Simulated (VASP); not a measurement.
# Cl (P6_3/mmc) in VASP: further runs

The runs below take Cl through relaxation of cell and atoms, with PBE.

Everything below comes from runs of VASP 6.6.1. Logs are shortened: lines on timing, memory, paths and dates and some standing lists are left out, and cuts for length are marked.

## Step 1: The cell of the first run

Symmetry: P6_3/mmc, No. 194, hexagonal system. The conventional cell has a = 3.160 Å, b = 3.160 Å, c = 5.160 Å, α = 90.00°, β = 90.00°, γ = 120.00°. Cl (site symmetry -6m2) has 12 Cl at 3.16 Å within 4.2 Å.

## Step 2: Relaxation of cell and atoms, PBE, target pressure 10 GPa, at which the enthalpy is minimised

INCAR

```
PREC = Accurate
ENCUT = 600
EDIFF = 1E-6
ISMEAR = -1
SIGMA = 0.01
LREAL = F
LASPH = T
NELM = 60
ALGO = Normal
ISIF = 3
LWAVE = F
LCHARG = F
GGA = PE
IBRION = 2
NSW = 60
EDIFFG = -0.02
PSTRESS = 100.0
```

KPOINTS

```
Automatic mesh
0
Gamma
  6 6 3
```

POSCAR

```
Cl
1.0
    3.1600000000      0.0000000000      0.0000000000
   -1.5800000000      2.7366402760      0.0000000000
    0.0000000000      0.0000000000      5.1602800000
Cl
2
Direct
    0.3333333333      0.6666666667      0.2500000000
    0.6666666667      0.3333333333      0.7500000000
```

Potentials or basis: VASP PAW PBE potentials, release 64 (Cl).

Launch:

```console
cat potpaw_PBE.64/Cl/POTCAR > POTCAR
mpirun -np 1 vasp_std > vasp.out
```

OUTCAR:

```text
PREC = Accurate
   ENCUT = 600
   EDIFF = 1E-6
   ISMEAR = -1
   LREAL = F
   LASPH = T
   NELM = 60
   ISIF = 3
   GGA = PE
   IBRION = 2
   NSW = 60
   EDIFFG = -0.02
   PSTRESS = 100.0

 ion  position               nearest neighbor table
   1  0.333  0.667  0.250-
   2  0.667  0.333  0.750-

  LATTYP: Found a hexagonal cell.
 ALAT       =     3.1600000000
 C/A-ratio  =     1.6330000000

  Lattice vectors:

 A1 = (   3.1600000000,   0.0000000000,   0.0000000000)
 A2 = (  -1.5800000000,   2.7366402760,   0.0000000000)
 A3 = (   0.0000000000,   0.0000000000,   5.1602800000)

Analysis of symmetry for initial positions (statically):
=====================================================================
 Subroutine PRICEL returns:
 Original cell was already a primitive cell.

 Routine SETGRP: Setting up the symmetry group for a
 hexagonal supercell.

 Subroutine GETGRP returns: Found 24 space group operations
 (whereof 12 operations were pure point group operations)
 out of a pool of 24 trial point group operations.

The static configuration has the point symmetry D_3d.
 The point group associated with its full space group is D_6h.

Analysis of symmetry for dynamics (positions and initial velocities):
=====================================================================
 Subroutine PRICEL returns:
 Original cell was already a primitive cell.

 Routine SETGRP: Setting up the symmetry group for a
 hexagonal supercell.

 Subroutine GETGRP returns: Found 24 space group operations
 (whereof 12 operations were pure point group operations)
 out of a pool of 24 trial point group operations.

The dynamic configuration has the point symmetry D_3d.
 The point group associated with its full space group is D_6h.

 Subroutine INISYM returns: Found 24 space group operations
 (whereof 12 operations are pure point group operations),
 and found     1 'primitive' translations

----------------------------------------------------------------------------------------

                                     Primitive cell

  volume of cell :      44.6250

  direct lattice vectors                    reciprocal lattice vectors
     3.160000000  0.000000000  0.000000000     0.316455696  0.182705781  0.000000000
    -1.580000000  2.736640276  0.000000000     0.000000000  0.365411563  0.000000000
     0.000000000  0.000000000  5.160280000     0.000000000  0.000000000  0.193787934

  length of vectors
     3.160000000  3.160000000  5.160280000     0.365411563  0.365411563  0.193787934

  position of ions in fractional coordinates (direct lattice)
     0.333333333  0.666666667  0.250000000
     0.666666667  0.333333333  0.750000000

  ion indices of the primitive-cell ions
   primitive index   ion index
                 1           1
                 2           2

----------------------------------------------------------------------------------------

 KPOINTS: Automatic mesh

Automatic generation of k-mesh.
 Grid dimensions read from file:
 generate k-points for:    6    6    3

 Generating k-lattice:

  Cartesian coordinates                     Fractional coordinates (reciprocal lattice)
     0.052742616  0.030450964  0.000000000     0.166666667 -0.000000000  0.000000000
     0.000000000  0.060901927  0.000000000     0.000000000  0.166666667  0.000000000
     0.000000000  0.000000000  0.064595978     0.000000000  0.000000000  0.333333333

  Length of vectors
     0.060901927  0.060901927  0.064595978

  Shift w.r.t. Gamma in fractional coordinates (k-lattice)
     0.000000000  0.000000000  0.000000000

 Subroutine IBZKPT returns following result:
 ===========================================

 Found     14 irreducible k-points:

 Following reciprocal coordinates:
            Coordinates               Weight
  0.000000  0.000000  0.000000      1.000000
  0.166667  0.000000  0.000000      6.000000
  0.333333  0.000000  0.000000      6.000000
  0.500000 -0.000000  0.000000      3.000000
  0.166667  0.166667  0.000000      6.000000
  0.333333  0.166667  0.000000     12.000000
  0.333333  0.333333  0.000000      2.000000
  0.000000  0.000000  0.333333      2.000000
  0.166667  0.000000  0.333333     12.000000
  0.333333  0.000000  0.333333     12.000000
  0.500000 -0.000000  0.333333      6.000000
  0.166667  0.166667  0.333333     12.000000
  0.333333  0.166667  0.333333     24.000000
  0.333333  0.333333  0.333333      4.000000
   k-points           NKPTS =     14   k-points in BZ     NKDIM =     14   number of bands    NBANDS=     11
   number of dos      NEDOS =    301   number of ions     NIONS =      2
   total plane-waves  NPLWV =  32928
   dimension x,y,z NGX =    28 NGY =   28 NGZ =   42
   dimension x,y,z NGXF=    56 NGYF=   56 NGZF=   84
   ions per type =               2
   NGX,Y,Z   is equivalent  to a cutoff of  14.73, 14.73, 13.53 a.u.
   NGXF,Y,Z  is equivalent  to a cutoff of  29.46, 29.46, 27.06 a.u.
 SYSTEM =  unknown system
[... 68 lines left out ...]
  band No.  band energies     occupation
      1     -13.8327      2.00000
      2     -12.3954      2.00000
      3      -2.9441      2.00000
      4       1.3201      0.00000
      5       1.3201      0.00000
      6       1.8536      0.00000
      7       1.8536      0.00000
      8       1.8765      0.00000
      9      10.7154      0.00000
     10      11.0844      0.00000
     11      15.0469      0.00000

 k-point     2 :       0.1667    0.0000    0.0000
  band No.  band energies     occupation
      1     -13.5624      2.00000
      2     -12.2429      2.00000
      3      -2.6008      2.00000
      4       0.1497      2.00000
      5       0.8180      2.00000
      6       0.9802      2.00000
      7       1.7249      0.00000
      8       1.7460      0.00000
      9      11.6932      0.00000
     10      12.0616      0.00000
     11      13.7205      0.00000
[... 264 lines left out ...]
 POSITION                                       TOTAL-FORCE (eV/Angst)
 -----------------------------------------------------------------------------------
     -0.00000      1.69058      1.18879        -0.000000     -0.000000      0.000000
      1.46409      0.84529      3.56637         0.000000      0.000000      0.000000
 -----------------------------------------------------------------------------------
    total drift:                               -0.000000      0.000000     -0.000000

  FREE ENERGIE OF THE ION-ELECTRON SYSTEM (eV)
  ---------------------------------------------------
  free  energy   TOTEN  =        -1.5717706674 eV

  energy  without entropy=       -1.5676576766  energy(sigma->0) =       -1.56971417

  enthalpy is  TOTEN    =         0.6320558714 eV   P V=        2.2038265387

[... ionic steps 4 to 17 ...]

--------------------------------------- Ionic step       18  -------------------------------------------

 number of electron      13.9999999 magnetization

------------------------ aborting loop because EDIFF is reached ----------------------------------------

  FORCE on cell =-STRESS in cart. coord.  units (eV):
  Direction    XX          YY          ZZ          XY          YZ          ZX
  --------------------------------------------------------------------------------------
  -------------------------------------------------------------------------------------
  Total        2.2694685      2.2694685      2.2956053      0.0000000      0.0000000      0.0000000
  in kB      101.2177820    101.2177820    102.3834807      0.0000000      0.0000000      0.0000000
  external PRESSURE =       1.6063482 kB  Pullay stress =     100.0000000 kB

 VOLUME and BASIS-vectors are now :
 -----------------------------------------------------------------------------
  energy-cutoff  :      600.00
  volume of cell :       35.92
      direct lattice vectors                 reciprocal lattice vectors
     3.245651786  0.000000000 -0.000000000     0.308104524  0.177884230 -0.000000000
    -1.622825893  2.810816899  0.000000000    -0.000000000  0.355768460 -0.000000000
    -0.000000000  0.000000000  3.937707367     0.000000000  0.000000000  0.253954880
[... 46 lines left out ...]
  FREE ENERGIE OF THE ION-ELECTRON SYSTEM (eV)
  ---------------------------------------------------
  free  energy   TOTEN  =        -2.0377149478 eV

  energy  without entropy=       -2.0369916194  energy(sigma->0) =       -2.03735328

  enthalpy is  TOTEN    =         0.2041704599 eV   P V=        2.2418854077

--------------------------------------- Ionic step       20  -------------------------------------------

 number of electron      13.9999999 magnetization

 Free energy of the ion-electron system (eV)
  ---------------------------------------------------
  ext. energy  EPLUGINS =         0.00000000
  ---------------------------------------------------
  free energy    TOTEN  =        -2.04135594 eV

  energy without entropy =       -2.04063241  energy(sigma->0) =       -2.04099417

 E-fermi :   4.1340     XC(G=0): -10.3048

 val. band max:        4.0626717690   @ k =   0.3333   0.1667   0.0000
 cond. band min:       4.1408530989   @ k =   0.1667   0.1667   0.0000
 fundamental gap:      0.0781813299
 Fermi energy:         4.1339908541

 k-point     1 :       0.0000    0.0000    0.0000
  band No.  band energies     occupation
      1     -12.9574      2.00000
      2      -8.7793      2.00000
      3      -1.5258      2.00000
      4       2.2236      2.00000
      5       2.2236      2.00000
      6       4.2260      0.00020
      7       4.2260      0.00020
      8       5.7297      0.00000
      9      11.3076      0.00000
     10      14.0205      0.00000
     11      16.4298      0.00000

 k-point     2 :       0.1667    0.0000    0.0000
  band No.  band energies     occupation
      1     -12.6486      2.00000
      2      -8.8616      2.00000
      3      -1.1840      2.00000
      4       1.2761      2.00000
      5       1.7768      2.00000
      6       3.5156      2.00000
      7       4.4204      0.00000
      8       5.1326      0.00000
      9      12.2289      0.00000
     10      14.4284      0.00000
     11      16.1727      0.00000
[... 188 lines left out ...]
 POSITION                                       TOTAL-FORCE (eV/Angst)
 -----------------------------------------------------------------------------------
     -0.00000      1.87455      0.98518         0.000000      0.000000      0.000000
      1.62341      0.93728      2.95553        -0.000000     -0.000000     -0.000000
 -----------------------------------------------------------------------------------
    total drift:                               -0.000000      0.000000     -0.000000

  FREE ENERGIE OF THE ION-ELECTRON SYSTEM (eV)
  ---------------------------------------------------
  free  energy   TOTEN  =        -2.0413559386 eV

  energy  without entropy=       -2.0406324053  energy(sigma->0) =       -2.04099417

  enthalpy is  TOTEN    =         0.2041301541 eV   P V=        2.2454860928

 reached required accuracy - stopping structural energy minimisation
```

It took 2.1 min on 1 thread of AMD EPYC 7R13 (Zen 3), shared host; peak memory 0.14 GiB.

What came out:

```yaml
Free_energy: -2.0414 eV
Relaxed_volume: 17.99 Å³/atom
Relaxed_cell: a = 3.247 Å, b = 3.247 Å, c = 3.941 Å, α = 90.00°, β = 90.00°, γ = 120.00°
Space_group_after_relaxing_to_0.05_Å: P6_3/mmc (No. 194)
Energy_change_on_relaxing_the_enthalpy_is_what_falls: -137.6 meV/atom
Ionic_steps: 20
Pressure_after_relaxing: 10.1 GPa
Band_gap_on_the_k_mesh: zero (band 7 reaches 4.68 eV, above the bottom of band 8 at 3.54 eV)
```

The path:
```
step  energy change (eV)  largest force (eV/Å)  pressure (GPa)  volume (Å³)
   1              0.0000                0.0000           -0.92        44.62
   2              0.1822                0.0000            9.69        35.51
   3              0.1944                0.0000           10.10        35.31
   4              0.1580                0.0000           10.98        34.72
   5              0.0866                0.0000           15.07        33.22
   6              0.7095                0.0000           38.79        29.54
   7              0.0936                0.0000           20.01        32.09
   8              0.0713                0.0000           19.92        32.22
   9              0.0401                0.0000           19.98        32.50
  10             -0.0128                0.0000           18.37        32.94
  11             -0.1491                0.0000           14.12        34.29
  12             -0.3350                0.0000            7.51        37.10
  13             -0.2741                0.0000            9.86        35.97
  14             -0.2696                0.0000            9.99        35.90
  15             -0.2652                0.0000           10.15        35.83
  16             -0.2659                0.0000           10.17        35.84
  17             -0.2680                0.0000           10.16        35.87
  18             -0.2718                0.0000           10.16        35.92
  19             -0.2716                0.0000           10.17        35.92
  20             -0.2752                0.0000           10.06        35.98
```

Final structure:
```
CELL_PARAMETERS angstrom
3.24682 0.00000 0.00000
-1.62341 2.81183 0.00000
0.00000 0.00000 3.94070
ATOMIC_POSITIONS crystal
Cl 0.33333 0.66667 0.25000
Cl 0.66667 0.33333 0.75000
```

Caveat: the k points lie up to 0.53 Å⁻¹ apart in the final cell; the cell is relaxed towards a set pressure, so the enthalpy falls and the energy may rise; the volume moved by over 15 % at a fixed basis, so the end points are rough.

## Step 3: Relaxation of cell and atoms, PBE, target pressure 20 GPa, at which the enthalpy is minimised

INCAR

```
  ALGO = Normal
  EDIFF = 1E-6
  EDIFFG = -0.02
  ENCUT = 600
  GGA = PE
  IBRION = 2
  ISIF = 3
  ISMEAR = -1
  LASPH = T
  LCHARG = F
  LREAL = F
  LWAVE = F
  NELM = 80
  NSW = 60
  PREC = Accurate
  PSTRESS = 200.0
  SIGMA = 0.01
```

KPOINTS

```
k-points
0
Gamma
  6 6 3
```

POSCAR is that of step 2.

Potentials or basis: VASP PAW PBE potentials, release 64 (Cl).

Launch:

```console
cat potpaw_PBE.64/Cl/POTCAR > POTCAR
mpirun -np 1 vasp_std > vasp.out
```

It took 3 min on 1 thread of AMD EPYC 7R13 (Zen 3), shared host; peak memory 0.14 GiB.

The run converged. Its results:

```
Free energy                                            : -1.7011 eV
Relaxed volume                                         : 16.13 Å³/atom
Relaxed cell                                           : a = 3.097 Å, b = 3.097 Å, c = 3.883 Å, α = 90.00°, β = 90.00°, γ = 120.00°
Space group after relaxing (to 0.05 Å)                 : P6_3/mmc (No. 194)
Energy change on relaxing (the enthalpy is what falls) : +32.5 meV/atom
Ionic steps                                            : 16
Pressure after relaxing                                : 20.1 GPa
Band gap on the k mesh                                 : zero (band 7 reaches 6.26 eV, above the bottom of band 8 at 4.75 eV)
```

Step by step:
```csv
step,energy change (eV),largest force (eV/Å),pressure (GPa),volume (Å³)
1,0.0000,0.0000,-0.92,44.62
2,1.1115,0.0000,36.57,28.33
3,0.5147,0.0000,19.98,31.82
4,0.4681,0.0000,20.89,31.41
5,0.4210,0.0000,25.81,30.39
6,1.3049,0.0000,53.63,27.59
7,0.4764,0.0000,31.20,29.65
8,0.4492,0.0000,29.81,29.82
9,0.3713,0.0000,28.52,30.22
10,0.2977,0.0000,27.24,30.70
11,0.2132,0.0000,24.69,31.20
12,0.0554,0.0000,19.70,32.33
13,0.0678,0.0000,20.14,32.23
14,0.0717,0.0000,20.26,32.20
15,0.0700,0.0000,20.21,32.21
16,0.0651,0.0000,20.11,32.25
```

Final structure:
```xyz
2
Lattice="3.0970 0.0000 0.0000 -1.5485 2.6821 0.0000 0.0000 0.0000 3.8830" Properties=species:S:1:pos:R:3 pbc="T T T"
Cl    0.0000    1.7880    0.9707
Cl    1.5485    0.8940    2.9122
```

Levels at points of the mesh, in eV from the Fermi level:
| k point | band 4 | band 5 | band 6 | band 7 | band 8 | band 9 | band 10 | band 11 |
| --- | --- | --- | --- | --- | --- | --- | --- | --- |
| (0.00, 0.00, 0.00) | -1.95 | -1.95 | 0.21 | 0.21 | 1.95 | 6.91 | 10.60 | 12.26 |
| (0.50, 0.00, 0.00) | -4.16 | -3.59 | -2.95 | -1.84 | 0.49 | 6.19 | 10.64 | 11.36 |

Caveat: the k points lie up to 0.54 Å⁻¹ apart in the final cell; the cell is relaxed towards a set pressure, so the enthalpy falls and the energy may rise; the volume moved by over 15 % at a fixed basis, so the end points are rough.

## Step 4: Relaxation of cell and atoms, PBE, target pressure 30 GPa, at which the enthalpy is minimised

INCAR

```
  PREC = Accurate
  ENCUT = 600
  EDIFF = 1E-6
  ISMEAR = -1
  SIGMA = 0.01
  LREAL = F
  LASPH = T
  NELM = 60
  ALGO = Normal
  ISIF = 3
  LWAVE = F
  LCHARG = F
  GGA = PE
  IBRION = 2
  NSW = 60
  EDIFFG = -0.02
  PSTRESS = 300.0
```

KPOINTS

```
Automatic mesh
0
Gamma
  6 6 3
```

POSCAR is that of step 3.

Launch:

```console
cat potpaw_PBE.64/Cl/POTCAR > POTCAR
mpirun -np 1 vasp_std > vasp.out
```

It used 110 s of CPU time on 1 thread of AMD EPYC 7R13 Processor (Zen 3), on a shared host.

Results (log left out):

* Free energy: -1.3363 eV
* Relaxed volume: 14.95 Å³/atom
* Relaxed cell: a = 3.001 Å, b = 3.001 Å, c = 3.834 Å, α = 90.00°, β = 90.00°, γ = 120.00°
* Space group after relaxing (to 0.05 Å): P6_3/mmc (No. 194)
* Energy change on relaxing (the enthalpy is what falls): +214.9 meV/atom
* Ionic steps: 17
* Pressure after relaxing: 30.1 GPa
* Band gap on the k mesh: zero (band 7 reaches 7.45 eV, above the bottom of band 8 at 5.65 eV)

The path:
```tsv
step	energy change (eV)	largest force (eV/Å)	pressure (GPa)	volume (Å³)
1	0.0000	0.0000	-0.92	44.62
2	3.5346	0.0000	99.19	22.19
3	0.7828	0.0000	27.54	30.01
4	0.8546	0.0000	29.52	29.60
5	0.9034	0.0000	30.86	29.34
6	0.8488	0.0000	31.98	28.98
7	0.8488	0.0000	37.40	28.26
8	1.7033	0.0000	64.13	26.25
9	0.9002	0.0000	41.45	27.79
10	0.7480	0.0000	38.40	28.40
11	0.6226	0.0000	35.74	29.04
12	0.6506	0.0000	36.36	28.88
13	0.5448	0.0000	33.22	29.33
14	0.4129	0.0000	29.63	29.99
15	0.4183	0.0000	29.82	29.96
16	0.4211	0.0000	29.87	29.94
17	0.4298	0.0000	30.07	29.90
```

Final structure:
```
CELL_PARAMETERS angstrom
3.00056 0.00000 0.00000
-1.50028 2.59856 0.00000
0.00000 0.00000 3.83430
ATOMIC_POSITIONS crystal
Cl 0.33333 0.66667 0.25000
Cl 0.66667 0.33333 0.75000
```

Levels at points of the mesh, in eV from the Fermi level:
```
           k point  band 5  band 6  band 7  band 8  band 9  band 10
(0.00, 0.00, 0.00)   -1.97    0.31    0.31    2.24    6.75    11.12
(0.50, 0.00, 0.00)   -3.83   -3.39   -2.11    0.54    5.74    10.48
```

Caveat: the k points lie up to 0.55 Å⁻¹ apart in the final cell; the cell is relaxed towards a set pressure, so the enthalpy falls and the energy may rise; the volume moved by over 15 % at a fixed basis, so the end points are rough.

## Step 5: The runs side by side

```csv
cell,gap on the mesh (eV),pressure (GPa)
relaxed to 10 GPa,none,10.1
relaxed to 20 GPa,none,20.1
relaxed to 30 GPa,none,30.1
```

Alike in all rows: task relaxation of cell and atoms; level PBE; potentials or basis VASP PAW PBE potentials, release 64 (Cl); no spin polarisation; k mesh 6 × 6 × 3; cutoff (eV) 600; smearing fermi-dirac 0.01 eV.

Caveats: all runs use coarse meshes; the cell is relaxed towards a set pressure, so the enthalpy falls and the energy may rise; the volume moved by over 15 % at a fixed basis, so the end points are rough.

Absolute energies hang on the potentials; compare differences alone.
